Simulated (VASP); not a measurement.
Write the native input for VASP 6.6.1 that does the following.

| Quantity | Value |
| --- | --- |
| Task | relaxation of cell and atoms |
| Functional | PBE |
| Potentials or basis | VASP PAW PBE potentials, release 64 (Cu) |
| Cutoff | 600 eV |
| k mesh | 6 × 6 × 6 |
| Occupations | gaussian, width 0.01 eV |
| Spin | no spin polarisation |
| Target pressure | 6 GPa |
| Dipole correction | no |
| Further INCAR settings | ALGO = Normal; EDIFF = 1e-06; IBRION = 2; EDIFFG = -0.01; NSW = 80; ISIF = 3 |

The structure of Cu lies in POSCAR:

```
Cu
1.0
    0.0000000000      1.8075000000      1.8075000000
    1.8075000000      0.0000000000      1.8075000000
    1.8075000000      1.8075000000      0.0000000000
Cu
1
Direct
    0.0000000000      0.0000000000      0.0000000000
```

The input as run:

INCAR

```
PREC = Accurate
ENCUT = 600
EDIFF = 1E-6
ISMEAR = 0
SIGMA = 0.01
LREAL = False
LASPH = True
NELM = 80
ALGO = Normal
ISIF = 3
LWAVE = False
LCHARG = False
GGA = PE
IBRION = 2
NSW = 80
EDIFFG = -0.01
PSTRESS = 60.0
```

KPOINTS

```
regular mesh
0
Gamma
  6 6 6
```

Potentials or basis: VASP PAW PBE potentials, release 64 (Cu).

The run is started by

```console
$ cat potpaw_PBE.64/Cu/POTCAR > POTCAR
$ mpirun -np 1 vasp_std > vasp.out
```

Results of the run:

The relaxed volume is 11.62 Å³/atom. The relaxed cell is a = 2.543 Å, b = 2.543 Å, c = 2.543 Å, α = 60.00°, β = 60.00°, γ = 60.00°, the space group after relaxing (to 0.05 Å) is Fm-3m (No. 225) and the energy change on relaxing (the enthalpy is what falls) is +5.5 meV/atom. The ionic steps are 3 and the pressure after relaxing is 6.0 GPa.

Caveat: the k points lie up to 0.50 Å⁻¹ apart in the final cell; the cell is relaxed towards a set pressure, so the enthalpy falls and the energy may rise.

Run time: 6.2 s on 1 thread of Intel(R) Xeon(R) Platinum 8488C (Sapphire Rapids), on a shared host, peak memory 0.12 GiB.
